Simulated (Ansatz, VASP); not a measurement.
## SbW: VASP beside Ansatz

Contents of POSCAR:

```
SbW
1.0
    0.0000000000      3.0537902420      3.0537902420
    3.0537902420      0.0000000000      3.0537902420
    3.0537902420      3.0537902420      0.0000000000
W Sb
1 1
Direct
    0.0000000000      0.0000000000      0.0000000000
    0.2500000000      0.2500000000      0.2500000000
```

The input INCAR.step1:

```
SYSTEM = SbW
  ALGO = Normal
  EDIFF = 1E-4
  ENCUT = 520
  GGA = PE
  ISMEAR = 0
  LASPH = .True.
  LCHARG = .False.
  LREAL = .False.
  LWAVE = .True.
  NBANDS = 16
  NELM = 60
  PREC = Accurate
  SIGMA = 0.05
```

The input INCAR.step2:

```
SYSTEM = SbW
  ALGO = Normal
  EDIFF = 1E-6
  ENCUT = 520
  ISIF = 2
  ISMEAR = 0
  ISTART = 1
  LASPH = .True.
  LCHARG = .False.
  LMIXTAU = .True.
  LREAL = .False.
  LWAVE = .False.
  METAGGA = R2SCAN
  NBANDS = 16
  NELM = 60
  PREC = Accurate
  SIGMA = 0.05
```

Contents of KPOINTS:

```
k-points
0
Gamma
  10 10 10
  0 0 0
```

Input for Ansatz:

```yaml
crystal:
  lattice:
    - [0.0, 3.053790242, 3.053790242]
    - [3.053790242, 0.0, 3.053790242]
    - [3.053790242, 3.053790242, 0.0]
  atoms:
    - { symbol: W, position: [0.0, 0.0, 0.0] }
    - { symbol: Sb, position: [0.25, 0.25, 0.25] }
basis:
  ecutwfc: 500
  ecutrho_ratio: 4
kpoints:
  mp_grid: { grid: [10, 10, 10] }
hamiltonian:
  xc: r2scan
scf:
  occupations: { method: gaussian, width: 0.05 }
output:
  forces: true
  stress: true
  eigenvalues: true
```

Alike in both runs: task single point; functional r2SCAN; k mesh 10 × 10 × 10; occupations gaussian, width 0.05 eV; no spin polarisation.

|  | VASP | Ansatz |
| --- | --- | --- |
| version | VASP 6.6.1 | Ansatz 0.2.0 |
| potentials or method | VASP PAW PBE potentials, release 64 (W_sv, Sb), cutoff 520 eV | scalar-relativistic, plane waves, PAW |
| valence electrons in the cell | 19 | 29 |

Ansatz gave:

* gap on the k mesh at the Fermi level (eV): none
* pressure (GPa): 0.0

Q: What did VASP give for the same quantities?

A: gap on the k mesh at the Fermi level (eV): none; pressure (GPa): 0.1.

VASP's potentials were made for PBE, not for r2SCAN. A gap of «none» marks a metal or a gap that the smearing closes. VASP's potentials hold 19 valence electrons a cell and Ansatz's 29, so a difference there can come from the potentials and not from the codes.

Neither program's run includes spin-orbit coupling.
